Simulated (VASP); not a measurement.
# GaAs (F-43m) in VASP: further runs, part 2 of 2

VASP 6.6.1. The steps go on from the part before.

**3. Single point, PBE**

INCAR reads:

```
SYSTEM = GaAs
ALGO = Normal
EDIFF = 1E-6
ENCUT = 500
GGA = PE
GGA_COMPAT = .False.
ISIF = 2
ISMEAR = 1
LASPH = .True.
LCHARG = .False.
LREAL = .False.
LWAVE = .False.
NBANDS = 16
NELM = 120
PREC = Accurate
SIGMA = 0.0656
```

KPOINTS reads:

```
k-points
0
Gamma
  5 5 5
  0 0 0
```

POSCAR reads:

```
GaAs
1.0
    0.0000000000      2.8974490000      2.8974490000
    2.8974490000      0.0000000000      2.8974490000
    2.8974490000      2.8974490000      0.0000000000
Ga As
1 1
Direct
    0.0000000000      0.0000000000      0.0000000000
    0.2500000000      0.2500000000      0.2500000000
```

Potentials or basis: VASP PAW PBE potentials, release 64 (Ga_d, As).

On the command line:

```sh
cat potpaw_PBE.64/Ga_d/POTCAR potpaw_PBE.64/As/POTCAR > POTCAR
mpirun -np 1 vasp_std > vasp.out
```

OUTCAR:

```text
SYSTEM = GaAs
   EDIFF = 1E-6
   ENCUT = 500
   GGA = PE
   ISIF = 2
   ISMEAR = 1
   LASPH = .True.
   LREAL = .False.
   NELM = 120
   PREC = Accurate

 ion  position               nearest neighbor table
   1  0.000  0.000  0.000-   2 2.51   2 2.51   2 2.51   2 2.51
   2  0.250  0.250  0.250-   1 2.51   1 2.51   1 2.51   1 2.51

  LATTYP: Found a face centered cubic cell.
 ALAT       =     5.7948980000

  Lattice vectors:

 A1 = (   0.0000000000,   2.8974490000,   2.8974490000)
 A2 = (   2.8974490000,   0.0000000000,   2.8974490000)
 A3 = (   2.8974490000,   2.8974490000,   0.0000000000)

Analysis of symmetry for initial positions (statically):
=====================================================================
 Subroutine PRICEL returns:
 Original cell was already a primitive cell.

 Routine SETGRP: Setting up the symmetry group for a
 face centered cubic supercell.

 Subroutine GETGRP returns: Found 24 space group operations
 (whereof 24 operations were pure point group operations)
 out of a pool of 48 trial point group operations.

The static configuration has the point symmetry T_d .

Analysis of symmetry for dynamics (positions and initial velocities):
=====================================================================
 Subroutine PRICEL returns:
 Original cell was already a primitive cell.

 Routine SETGRP: Setting up the symmetry group for a
 face centered cubic supercell.

 Subroutine GETGRP returns: Found 24 space group operations
 (whereof 24 operations were pure point group operations)
 out of a pool of 48 trial point group operations.

The dynamic configuration has the point symmetry T_d .

 Subroutine INISYM returns: Found 24 space group operations
 (whereof 24 operations are pure point group operations),
 and found     1 'primitive' translations

----------------------------------------------------------------------------------------

                                     Primitive cell

  volume of cell :      48.6494
[... 94 lines left out ...]
     AMIX_MAG =   1.60;   BMIX_MAG =  1.00
  volume/ion in A,a.u.               =      24.32       164.15
  Fermi-wavevector in a.u.,A,eV,Ry     =   1.175276  2.220950 18.793369  1.381274
  Thomas-Fermi vector in A             =   2.311659
   LORBIT       =      0    0 simple, 1 ext, 2 COOP (PROOUT), +10 PAW based schemes
   GGA     = PE    functional components
   LHFCALC =     F    Hartree Fock is set to
   AEXX    =    0.0000 exact exchange contribution
   IVDW    =     0    specifies the selected vdW correction
   LEPSILON=     F    determine dielectric tensor
   LRPA    =     F    only Hartree local field effects (RPA)
 non-spin polarized calculation
 Methfessel and Paxton  Order N= 1 SIGMA  =   0.07
  energy-cutoff  :      500.00
  volume of cell :       48.65
 maximum number of plane-waves:      1251
 NGX is ok and might be reduce to    30
   NGX = 15   NGY = 15   NGZ = 15

 number of electron      18.0000006 magnetization

 Free energy of the ion-electron system (eV)
  ---------------------------------------------------
  ext. energy  EPLUGINS =         0.00000000
  ---------------------------------------------------
  free energy    TOTEN  =        -8.20904472 eV

  energy without entropy =       -8.20864714  energy(sigma->0) =       -8.20891220

 E-fermi :   3.2976     XC(G=0):  -9.2490

 val. band max:        3.2825407765   @ k =   0.0000   0.0000   0.0000
 cond. band min:       4.1531926680   @ k =   0.4000   0.0000   0.0000
 fundamental gap:      0.8706518915
 Fermi energy:         3.2976464087

 k-point     1 :       0.0000    0.0000    0.0000
  band No.  band energies     occupation
      1     -11.4230      2.00000
      2     -11.4230      2.00000
      3     -11.4230      2.00000
      4     -11.3608      2.00000
      5     -11.3608      2.00000
      6      -8.9375      2.00000
[... 167 lines left out ...]
      3     -11.3915      2.00000
      4     -11.3688      2.00000
      5     -11.3566      2.00000
      6      -6.9310      2.00000
[... 8 lines left out ...]
     15      14.1000      0.00000
     16      16.5569      0.00000

------------------------ aborting loop because EDIFF is reached ----------------------------------------

  FORCE on cell =-STRESS in cart. coord.  units (eV):
  Direction    XX          YY          ZZ          XY          YZ          ZX
  --------------------------------------------------------------------------------------
  -------------------------------------------------------------------------------------
  Total       -0.3141830     -0.3141830     -0.3141830     -0.0000000     -0.0000000      0.0000000
  in kB      -10.3470349    -10.3470349    -10.3470349     -0.0000000     -0.0000000      0.0000000
  external PRESSURE =     -10.3470349 kB  Pullay stress =       0.0000000 kB

 VOLUME and BASIS-vectors are now :
 -----------------------------------------------------------------------------
  energy-cutoff  :      500.00
  volume of cell :       48.65
      direct lattice vectors                 reciprocal lattice vectors
     0.000000000  2.897449000  2.897449000    -0.172565591  0.172565591  0.172565591
     2.897449000  0.000000000  2.897449000     0.172565591 -0.172565591  0.172565591
     2.897449000  2.897449000  0.000000000     0.172565591  0.172565591 -0.172565591

 POSITION                                       TOTAL-FORCE (eV/Angst)
 -----------------------------------------------------------------------------------
      0.00000      0.00000      0.00000         0.000000      0.000000      0.000000
      1.44872      1.44872      1.44872        -0.000000     -0.000000     -0.000000
 -----------------------------------------------------------------------------------
    total drift:                                0.000000      0.000000      0.000000

  FREE ENERGIE OF THE ION-ELECTRON SYSTEM (eV)
  ---------------------------------------------------
  free  energy   TOTEN  =        -8.2090447228 eV

  energy  without entropy=       -8.2086471403  energy(sigma->0) =       -8.20891220
```

OSZICAR:

```text
N       E                     dE             d eps       ncg     rms          rms(c)
DAV:   1     0.773904406398E+02    0.77390E+02   -0.88515E+03   336   0.146E+03
DAV:   2    -0.212813161268E+01   -0.79519E+02   -0.76202E+02   392   0.285E+02
DAV:   3    -0.826871588968E+01   -0.61406E+01   -0.61182E+01   368   0.638E+01
DAV:   4    -0.836314020695E+01   -0.94424E-01   -0.94406E-01   408   0.872E+00
DAV:   5    -0.836453072604E+01   -0.13905E-02   -0.13905E-02   384   0.954E-01    0.272E+00
DAV:   6    -0.822318877734E+01    0.14134E+00   -0.22338E-01   480   0.749E+00    0.163E+00
DAV:   7    -0.820740163401E+01    0.15787E-01   -0.59154E-02   360   0.158E+00    0.576E-01
DAV:   8    -0.820844029162E+01   -0.10387E-02   -0.10044E-02   360   0.112E+00    0.948E-02
DAV:   9    -0.820890437294E+01   -0.46408E-03   -0.10260E-03   392   0.415E-01    0.551E-02
DAV:  10    -0.820898096372E+01   -0.76591E-04   -0.76351E-05   360   0.753E-02    0.294E-02
DAV:  11    -0.820904452991E+01   -0.63566E-04   -0.91337E-05   352   0.692E-02    0.398E-03
DAV:  12    -0.820904472285E+01   -0.19294E-06   -0.16289E-06   360   0.155E-02
   1 F= -.82090447E+01 E0= -.82089122E+01  d E =-.397583E-03
```

stdout:

```text
POSCAR found type information on POSCAR GaAs
 POSCAR found :  2 types and       2 ions
 scaLAPACK will be used
 LDA part: xc-table for (Slater+PW92), standard interpolation
 POSCAR, INCAR and KPOINTS ok, starting setup
 FFT: planning ... GRIDC
 FFT: planning ... GRID_SOFT
 FFT: planning ... GRID
 WAVECAR not read
 entering main loop
```

It took 8.9 s on 1 thread of Intel Xeon Platinum 8375C at 2.90GHz (Ice Lake), shared host; peak memory 0.16 GiB.

Results:

```
Free energy            : -8.2090 eV
Pressure               : -1.0 GPa
Band gap on the k mesh : zero (filled and empty bands touch)
```

Caveat: the k points lie up to 0.38 Å⁻¹ apart.
